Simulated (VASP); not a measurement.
# MgO2 (R-3m) in VASP: notebook

Runs on MgO2. Level: r2SCAN. Tasks: single point.

Everything below comes from runs of VASP 6.6.1. Logs are shortened: lines on timing, memory, paths and dates and some standing lists are left out, and cuts for length are marked.

## 1. The cell of the first run

It takes space group R-3m (No. 166, trigonal). The conventional cell has a = 3.258 Å, b = 3.258 Å, c = 10.639 Å, α = 90.00°, β = 90.00°, γ = 120.00°. Within 2.8 Å of Mg (site symmetry -3m) lie 6 O at 2.14 Å. Within 2.0 Å of O (site symmetry 3m) lie 1 O at 1.52 Å.

## 2. Single point, r2SCAN (strain +0.015 along x and y, +0.015 along z)

File POSCAR:

```
MgO2
1.0
    1.6288324313      0.9404068427      3.5463885580
   -1.6288324313      0.9404068427      3.5463885580
    0.0000000000     -1.8808136853      3.5463885580
Mg O
1 2
Direct
    0.0000000000      0.0000000000      0.0000000000
    0.4287860000      0.4287860000      0.4287860000
    0.5712140000      0.5712140000      0.5712140000
```

File INCAR.step1:

```
PREC     = Accurate       # precision mode
ENCUT    = 520            # plane-wave cutoff, eV
ISMEAR   = 0              # smearing method
SIGMA    = 0.05           # smearing width, eV
LREAL    = F              # projectors in reciprocal space
LASPH    = T              # aspherical terms in the spheres
NELM     = 80             # most SCF steps
NBANDS   = 14             # bands
GGA      = PE             # functional
ALGO     = Normal         # electronic algorithm
EDIFF    = 1E-4           # SCF threshold, eV
LWAVE    = T              # write WAVECAR
LCHARG   = F              # write CHGCAR
```

File INCAR.step2:

```
PREC     = Accurate       # precision mode
ENCUT    = 520            # plane-wave cutoff, eV
EDIFF    = 1E-6           # SCF threshold, eV
ISMEAR   = 0              # smearing method
SIGMA    = 0.05           # smearing width, eV
LREAL    = F              # projectors in reciprocal space
LASPH    = T              # aspherical terms in the spheres
NELM     = 80             # most SCF steps
ALGO     = Normal         # electronic algorithm
ISIF     = 2              # what is computed and relaxed
LWAVE    = F              # write WAVECAR
LCHARG   = F              # write CHGCAR
METAGGA  = R2SCAN         # meta-GGA
LMIXTAU  = T            
NBANDS   = 14             # bands
ISTART   = 1
```

File KPOINTS:

```
Automatic mesh
0
Gamma
  12 12 12
```

Potentials or basis: VASP PAW PBE potentials, release 64 (Mg, O).

Run with:

```bash
$ cat potpaw_PBE.64/Mg/POTCAR potpaw_PBE.64/O/POTCAR > POTCAR
$ cp INCAR.step1 INCAR
$ mpirun -np 1 vasp_std > vasp.out
$ cp INCAR.step2 INCAR
$ mpirun -np 1 vasp_std > vasp.out
```

OUTCAR:

```text
PREC = Accurate
   ENCUT = 520
   EDIFF = 1E-6
   ISMEAR = 0
   LREAL = F
   LASPH = T
   NELM = 80
   ISIF = 2
   METAGGA = R2SCAN
   ISTART = 1

 ion  position               nearest neighbor table
   1  0.000  0.000  0.000-   3 2.14   3 2.14   2 2.14   2 2.14   3 2.14   2 2.14
   2  0.429  0.429  0.429-   3 1.52   1 2.14   1 2.14   1 2.14
   3  0.571  0.571  0.571-   2 1.52   1 2.14   1 2.14   1 2.14

  LATTYP: Found a trigonal (rhomboedric) cell.
 ALAT       =     4.0142660504
 COS(alpha) =     0.6707160927

  Lattice vectors:

 A1 = (   1.6288324313,   0.9404068427,   3.5463885580)
 A2 = (  -1.6288324313,   0.9404068427,   3.5463885580)
 A3 = (   0.0000000000,  -1.8808136853,   3.5463885580)

Analysis of symmetry for initial positions (statically):
=====================================================================
 Subroutine PRICEL returns:
 Original cell was already a primitive cell.

 Routine SETGRP: Setting up the symmetry group for a
 trigonal (rhombohedral) supercell.

 Subroutine GETGRP returns: Found 12 space group operations
 (whereof 12 operations were pure point group operations)
 out of a pool of 12 trial point group operations.

The static configuration has the point symmetry D_3d.

Analysis of symmetry for dynamics (positions and initial velocities):
=====================================================================
 Subroutine PRICEL returns:
 Original cell was already a primitive cell.

 Routine SETGRP: Setting up the symmetry group for a
 trigonal (rhombohedral) supercell.

 Subroutine GETGRP returns: Found 12 space group operations
 (whereof 12 operations were pure point group operations)
 out of a pool of 12 trial point group operations.

The dynamic configuration has the point symmetry D_3d.

 Subroutine INISYM returns: Found 12 space group operations
 (whereof 12 operations are pure point group operations),
 and found     1 'primitive' translations

----------------------------------------------------------------------------------------

                                     Primitive cell

  volume of cell :      32.5934

  direct lattice vectors                    reciprocal lattice vectors
     1.628832431  0.940406843  3.546388558     0.306968348  0.177228258  0.093992333
    -1.628832431  0.940406843  3.546388558    -0.306968348  0.177228258  0.093992333
     0.000000000 -1.880813685  3.546388558     0.000000000 -0.354456516  0.093992333

  length of vectors
     4.014266050  4.014266050  4.014266050     0.366706941  0.366706941  0.366706941

  position of ions in fractional coordinates (direct lattice)
     0.000000000  0.000000000  0.000000000
     0.428786000  0.428786000  0.428786000
     0.571214000  0.571214000  0.571214000

  ion indices of the primitive-cell ions
   primitive index   ion index
                 1           1
                 2           2
                 3           3

----------------------------------------------------------------------------------------

 KPOINTS: Automatic mesh

Automatic generation of k-mesh.
 Grid dimensions read from file:
 generate k-points for:   12   12   12

 Generating k-lattice:

  Cartesian coordinates                     Fractional coordinates (reciprocal lattice)
     0.025580696  0.014769022  0.007832694     0.083333333  0.000000000  0.000000000
    -0.025580696  0.014769022  0.007832694     0.000000000  0.083333333  0.000000000
     0.000000000 -0.029538043  0.007832694     0.000000000  0.000000000  0.083333333

  Length of vectors
     0.030558912  0.030558912  0.030558912

  Shift w.r.t. Gamma in fractional coordinates (k-lattice)
     0.000000000  0.000000000  0.000000000

 Subroutine IBZKPT returns following result:
 ===========================================

 Found    189 irreducible k-points:

 Following reciprocal coordinates:
            Coordinates               Weight
  0.000000  0.000000  0.000000      1.000000
  0.083333  0.000000 -0.000000      6.000000
  0.166667  0.000000  0.000000      6.000000
  0.250000  0.000000  0.000000      6.000000
  0.333333  0.000000  0.000000      6.000000
  0.416667  0.000000 -0.000000      6.000000
[... 16 lines left out ...]
  0.500000  0.166667  0.000000     12.000000
 -0.416667  0.166667  0.000000     12.000000
 [... further k-points ...]
   k-points           NKPTS =    189   k-points in BZ     NKDIM =    189   number of bands    NBANDS=     14
   number of dos      NEDOS =    301   number of ions     NIONS =      3
   total plane-waves  NPLWV =  27000
   dimension x,y,z NGX =    30 NGY =   30 NGZ =   30
   dimension x,y,z NGXF=    60 NGYF=   60 NGZF=   60
   ions per type =               1   2
   NGX,Y,Z   is equivalent  to a cutoff of  12.42, 12.42, 12.42 a.u.
   NGXF,Y,Z  is equivalent  to a cutoff of  24.85, 24.85, 24.85 a.u.
 SYSTEM =  unknown system
   PREC   = accura    normal or accurate (medium, high low for compatibility)
   ISTART =      1    job   : 0-new  1-cont  2-samecut
   ICHARG =      0    charge: 1-file 2-atom 10-const
   ISPIN  =      1    spin polarized calculation?
   LNONCOLLINEAR =      F non collinear calculations
   LSORBIT =      F    spin-orbit coupling
   LASPH  =      T    aspherical Exc in radial PAW
   ENCUT  =  520.0 eV  38.22 Ry    6.18 a.u.   7.46  7.46  7.46*2*pi/ulx,y,z
   NELM   =     80;   NELMIN=  2; NELMDL=  0     # of ELM steps
   EDIFF  = 0.1E-05   stopping-criterion for ELM
   LREAL  =      F    real-space projection
   EDIFFG = 0.1E-04   stopping-criterion for IOM
   NSW    =      0    number of steps for IOM
   IBRION =     -1    ionic relax: 0-MD 1-quasi-New 2-CG
   NFREE  =      0    steps in history (QN), initial steepest desc. (CG)
   ISIF   =      2    stress and relaxation
   ISYM   =      2    0-nonsym 1-usesym 2-fastsym
   POTIM  = 0.5000    time-step for ionic-motion
   TEBEG  =    0.0;   TEEND  =   0.0 temperature during run
   PSTRESS=    0.0 pullay stress
   NELECT =      14.0000    total number of electrons
   NUPDOWN=      -1.0000    fix difference up-down
   EMIN   =  10.00;   EMAX   =-10.00  energy-range for DOS
   EFERMI =   0.00;   METHOD = LEGACY
   ISMEAR =     0;   SIGMA  =   0.05  broadening in eV -4-tet -1-fermi 0-gaus
   EFERMI_NEDOS =   21; number of points for ismear=-14 and -15
   IALGO  =     38    algorithm
   IMIX   =      4    mixing-type and parameters
     AMIX     =   0.40;   BMIX     =  1.00
     AMIX_MAG =   1.60;   BMIX_MAG =  1.00
  volume/ion in A,a.u.               =      10.86        73.32
  Fermi-wavevector in a.u.,A,eV,Ry     =   1.235210  2.334209 20.759016  1.525745
  Thomas-Fermi vector in A             =   2.369869
   LORBIT       =      0    0 simple, 1 ext, 2 COOP (PROOUT), +10 PAW based schemes
   METAGGA = R2SCAN    functional components
   LHFCALC =     F    Hartree Fock is set to
   AEXX    =    0.0000 exact exchange contribution
   IVDW    =     0    specifies the selected vdW correction
   LEPSILON=     F    determine dielectric tensor
   LRPA    =     F    only Hartree local field effects (RPA)
 non-spin polarized calculation
 Gauss-broadening in eV      SIGMA  =   0.05
  energy-cutoff  :      520.00
  volume of cell :       32.59
 maximum number of plane-waves:       896
 NGX is ok and might be reduce to    30
   NGX = 15   NGY = 15   NGZ = 15

 number of electron      14.0000000 magnetization

 Free energy of the ion-electron system (eV)
  ---------------------------------------------------
  ext. energy  EPLUGINS =         0.00000000
  ---------------------------------------------------
  free energy    TOTEN  =       -21.47811354 eV

  energy without entropy =      -21.47811354  energy(sigma->0) =      -21.47811354

 E-fermi :   2.0886     XC(G=0): -10.5252

 val. band max:        1.8437581506   @ k =   0.5000   0.5000   0.5000
 cond. band min:       4.4938711597   @ k =   0.5000   0.5000   0.5000
 fundamental gap:      2.6501130091
 Fermi energy:         2.0885934590

 k-point     1 :       0.0000    0.0000    0.0000
  band No.  band energies     occupation
      1     -20.0126      2.00000
      2     -13.5826      2.00000
      3      -5.3735      2.00000
      4      -1.3918      2.00000
      5      -1.3918      2.00000
      6       1.0832      2.00000
      7       1.0832      2.00000
      8       6.9619      0.00000
      9       7.1831      0.00000
     10      14.5812      0.00000
     11      16.6541      0.00000
     12      17.4868      0.00000
     13      17.4868      0.00000
     14      19.0994      0.00000

 k-point     2 :       0.0833    0.0000   -0.0000
  band No.  band energies     occupation
      1     -19.9841      2.00000
      2     -13.5992      2.00000
      3      -5.3273      2.00000
      4      -1.5771      2.00000
      5      -1.4135      2.00000
      6       1.0393      2.00000
      7       1.0527      2.00000
      8       7.0127      0.00000
      9       7.3865      0.00000
     10      14.6259      0.00000
     11      16.6970      0.00000
     12      16.7631      0.00000
     13      17.6765      0.00000
     14      18.7816      0.00000

 k-point     3 :       0.1667    0.0000    0.0000
  band No.  band energies     occupation
      1     -19.9051      2.00000
      2     -13.6450      2.00000
      3      -5.1998      2.00000
      4      -2.0517      2.00000
      5      -1.4716      2.00000
      6       0.9370      2.00000
      7       0.9701      2.00000
      8       6.9884      0.00000
      9       8.0636      0.00000
     10      14.7435      0.00000
     11      15.4351      0.00000
     12      17.0332      0.00000
     13      18.0646      0.00000
     14      18.2287      0.00000
[... 324 lines left out ...]
 k-point    23 :       0.5000    0.1667    0.0000
  band No.  band energies     occupation
      1     -19.5332      2.00000
      2     -13.9330      2.00000
      3      -4.3017      2.00000
      4      -3.6638      2.00000
      5      -2.0253      2.00000
      6       0.4106      2.00000
      7       0.9543      2.00000
      8       6.3471      0.00000
      9      11.6739      0.00000
     10      12.5436      0.00000
     11      14.8436      0.00000
     12      16.9316      0.00000
     13      17.4966      0.00000
     14      19.8127      0.00000

 k-point    24 :      -0.4167    0.1667    0.0000
  band No.  band energies     occupation
      1     -19.5245      2.00000
      2     -13.8865      2.00000
      3      -4.4606      2.00000
      4      -3.5970      2.00000
      5      -2.0759      2.00000
      6       0.4713      2.00000
      7       0.7550      2.00000
      8       6.4392      0.00000
      9      11.7609      0.00000
     10      12.6924      0.00000
     11      15.1266      0.00000
     12      16.9259      0.00000
     13      17.2225      0.00000
     14      19.8068      0.00000

 [... further k-points ...]

------------------------ aborting loop because EDIFF is reached ----------------------------------------

  FORCE on cell =-STRESS in cart. coord.  units (eV):
  Direction    XX          YY          ZZ          XY          YZ          ZX
  --------------------------------------------------------------------------------------
  -------------------------------------------------------------------------------------
  Total       -1.9955350     -1.9955350     -2.6127371      0.0000000     -0.0000000      0.0000000
  in kB      -98.0934868    -98.0934868   -128.4329752      0.0000000     -0.0000000      0.0000000
  external PRESSURE =    -108.2066496 kB  Pullay stress =       0.0000000 kB

 VOLUME and BASIS-vectors are now :
 -----------------------------------------------------------------------------
  energy-cutoff  :      520.00
  volume of cell :       32.59
      direct lattice vectors                 reciprocal lattice vectors
     1.628832431  0.940406843  3.546388558     0.306968348  0.177228258  0.093992333
    -1.628832431  0.940406843  3.546388558    -0.306968348  0.177228258  0.093992333
     0.000000000 -1.880813685  3.546388558     0.000000000 -0.354456516  0.093992333

 POSITION                                       TOTAL-FORCE (eV/Angst)
 -----------------------------------------------------------------------------------
      0.00000      0.00000      0.00000         0.000000     -0.000000      0.000000
      0.00000      0.00000      4.56193         0.000000      0.000000      0.170412
      0.00000      0.00000      6.07724         0.000000     -0.000000     -0.170412
 -----------------------------------------------------------------------------------
    total drift:                                0.000000     -0.000000      0.000000

  FREE ENERGIE OF THE ION-ELECTRON SYSTEM (eV)
  ---------------------------------------------------
  free  energy   TOTEN  =       -21.4781135395 eV

  energy  without entropy=      -21.4781135395  energy(sigma->0) =      -21.47811354
```

Run time: 7.1 min. Hardware: 1 thread of Intel Xeon Platinum 8259CL at 2.50GHz (Skylake/Cascade Lake), shared host; peak memory 0.23 GiB.

What came out:

```
Free energy            : -21.4781 eV
Pressure               : -10.8 GPa
Largest force          : 0.170 eV/Å
Band gap on the k mesh : 2.65 eV
```

Forces in eV/Å, atoms in the order of the input:
```
Mg   0.000  0.000  0.000
O    0.000  0.000  0.170
O    0.000  0.000 -0.170
```

Levels at points of the mesh, in eV from the valence-band top:
```
           k point  band 3  band 4  band 5  band 6  band 7  band 8  band 9  band 10  band 11  band 12
(0.00, 0.00, 0.00)   -7.22   -3.24   -3.24   -0.76   -0.76    5.12    5.34    12.74    14.81    15.64
(0.50, 0.00, 0.00)   -6.29   -5.79   -3.54   -1.20   -1.06    4.64    9.26    10.80    13.29    14.77
(0.50, 0.50, 0.00)   -5.68   -5.15   -4.21   -2.02   -0.12    3.93    8.56    11.62    13.03    13.48
(0.50, 0.50, 0.50)   -4.67   -3.73   -3.73    0.00    0.00    2.65    5.68     9.99    14.91    14.91
```

Caveat: the cell differs from its parent crystal (strain +0.015 along x and y, +0.015 along z); the cell stands under tension; the PAW data sets were made with another functional, which shifts forces and pressure a little. A k mesh can miss the band edges.

## 3. Single point, r2SCAN (strain +0.030 along x and y, +0.000 along z)

File POSCAR:

```
MgO2
1.0
    1.6529038465      0.9543044807      3.4939788749
   -1.6529038465      0.9543044807      3.4939788749
    0.0000000000     -1.9086089614      3.4939788749
Mg O
1 2
Direct
    0.0000000000      0.0000000000      0.0000000000
    0.4287860000      0.4287860000      0.4287860000
    0.5712140000      0.5712140000      0.5712140000
```

File INCAR.step1:

```
SYSTEM = MgO2
ALGO = Normal
EDIFF = 1E-4
ENCUT = 520
GGA = PE
ISMEAR = 0
LASPH = .True.
LCHARG = .False.
LREAL = .False.
LWAVE = .True.
NBANDS = 14
NELM = 80
PREC = Accurate
SIGMA = 0.05
```

File INCAR.step2:

```
SYSTEM = MgO2
ALGO = Normal
EDIFF = 1E-6
ENCUT = 520
ISIF = 2
ISMEAR = 0
ISTART = 1
LASPH = .True.
LCHARG = .True.
LELF = .True.
LMIXTAU = .True.
LREAL = .False.
LVHAR = .True.
LWAVE = .False.
METAGGA = R2SCAN
NBANDS = 14
NELM = 80
PREC = Accurate
SIGMA = 0.05
```

File KPOINTS:

```
k-points
0
Gamma
  12 12 12
  0 0 0
```

Potentials or basis: VASP PAW PBE potentials, release 64 (Mg, O).

Run with:

```bash
$ cat potpaw_PBE.64/Mg/POTCAR potpaw_PBE.64/O/POTCAR > POTCAR
$ cp INCAR.step1 INCAR
$ mpirun -np 1 vasp_std > vasp.out
$ cp INCAR.step2 INCAR
$ mpirun -np 1 vasp_std > vasp.out
```

Run time: 7.3 min. Hardware: 1 thread of Intel Xeon Platinum 8259CL at 2.50GHz (Skylake/Cascade Lake), shared host; peak memory 0.23 GiB.

Results (log left out):

```yaml
Free_energy: -21.4384 eV
Pressure: -10.7 GPa
Largest_force: 0.379 eV/Å
Band_gap_on_the_k_mesh: 2.98 eV
```

Forces in eV/Å, atoms in the order of the input:
```
Mg   0.000  0.000  0.000
O    0.000  0.000 -0.379
O    0.000  0.000  0.379
```

Stress tensor (GPa, compression positive):
```
-13.07   0.00   0.00
  0.00 -13.07   0.00
  0.00   0.00  -5.96
```

Levels at points of the mesh, in eV from the valence-band top:
| k point | band 5 | band 6 | band 7 | band 8 | band 9 | band 10 |
| --- | --- | --- | --- | --- | --- | --- |
| (0.00, 0.00, 0.00) | -3.46 | -0.79 | -0.79 | 4.75 | 5.60 | 12.79 |
| (0.50, 0.00, 0.00) | -3.73 | -1.23 | -0.95 | 4.94 | 8.91 | 10.28 |
| (0.50, 0.50, 0.00) | -4.43 | -1.96 | -0.07 | 4.25 | 8.14 | 11.13 |
| (0.50, 0.50, 0.50) | -3.97 | 0.00 | 0.00 | 2.98 | 5.30 | 9.89 |

Caveat: the cell differs from its parent crystal (strain +0.030 along x and y, +0.000 along z); the cell stands under tension; the PAW data sets were made with another functional, which shifts forces and pressure a little. A k mesh can miss the band edges.

## 4. Single point, r2SCAN (strain +0.015 along x and y, +0.030 along z)

File POSCAR:

```
MgO2
1.0
    1.6288324313      0.9404068427      3.5987982411
   -1.6288324313      0.9404068427      3.5987982411
    0.0000000000     -1.8808136853      3.5987982411
Mg O
1 2
Direct
    0.0000000000      0.0000000000      0.0000000000
    0.4287860000      0.4287860000      0.4287860000
    0.5712140000      0.5712140000      0.5712140000
```

File INCAR.step1:

```
SYSTEM = MgO2
PREC = Accurate
ENCUT = 520
ISMEAR = 0
SIGMA = 0.05
LREAL = .False.
LASPH = .True.
NELM = 100
NBANDS = 14
GGA = PE
ALGO = Normal
EDIFF = 1E-4
LWAVE = .True.
LCHARG = .False.
```

File INCAR.step2:

```
SYSTEM = MgO2
PREC = Accurate
ENCUT = 520
EDIFF = 1E-7
ISMEAR = 0
SIGMA = 0.05
LREAL = .False.
LASPH = .True.
NELM = 100
ALGO = Normal
ISIF = 2
LWAVE = .False.
LCHARG = .True.
METAGGA = R2SCAN
LMIXTAU = .True.
LELF = .True.
LVHAR = .True.
NBANDS = 14
ISTART = 1
```

File KPOINTS:

```
Automatic mesh
0
Gamma
  12 12 12
  0 0 0
```

Run with:

```bash
$ cat potpaw_PBE.64/Mg/POTCAR potpaw_PBE.64/O/POTCAR > POTCAR
$ cp INCAR.step1 INCAR
$ mpirun -np 1 vasp_std > vasp.out
$ cp INCAR.step2 INCAR
$ mpirun -np 1 vasp_std > vasp.out
```

Run time: 7.9 min. Hardware: 1 thread of Intel Xeon Platinum 8259CL at 2.50GHz (Skylake/Cascade Lake), shared host; peak memory 0.23 GiB.

The run converged. Its results:

```yaml
Free_energy: -21.4307 eV
Pressure: -12.9 GPa
Largest_force: 0.500 eV/Å
Band_gap_on_the_k_mesh: 2.36 eV
```

Forces on the atoms (eV/Å):
```
Mg   0.000  0.000  0.000
O    0.000  0.000  0.500
O    0.000  0.000 -0.500
```

Stress tensor (GPa, compression positive):
```
 -9.79   0.00   0.00
  0.00  -9.79   0.00
  0.00   0.00 -19.21
```

Levels at points of the mesh, in eV from the valence-band top:
```csv
k point,band 4,band 5,band 6,band 7,band 8,band 9,band 10,band 11
"(0.00, 0.00, 0.00)",-3.04,-3.04,-0.72,-0.72,5.09,5.21,12.54,14.58
"(0.50, 0.00, 0.00)",-5.60,-3.35,-1.16,-1.09,4.38,9.34,10.86,13.27
"(0.50, 0.50, 0.00)",-4.97,-3.99,-2.01,-0.13,3.66,8.72,11.72,12.88
"(0.50, 0.50, 0.50)",-3.52,-3.52,0.00,0.00,2.36,5.86,9.83,15.04
```

Caveat: the cell differs from its parent crystal (strain +0.015 along x and y, +0.030 along z); the cell stands under tension; the PAW data sets were made with another functional, which shifts forces and pressure a little.

(Part 1 of 2 ends here.)
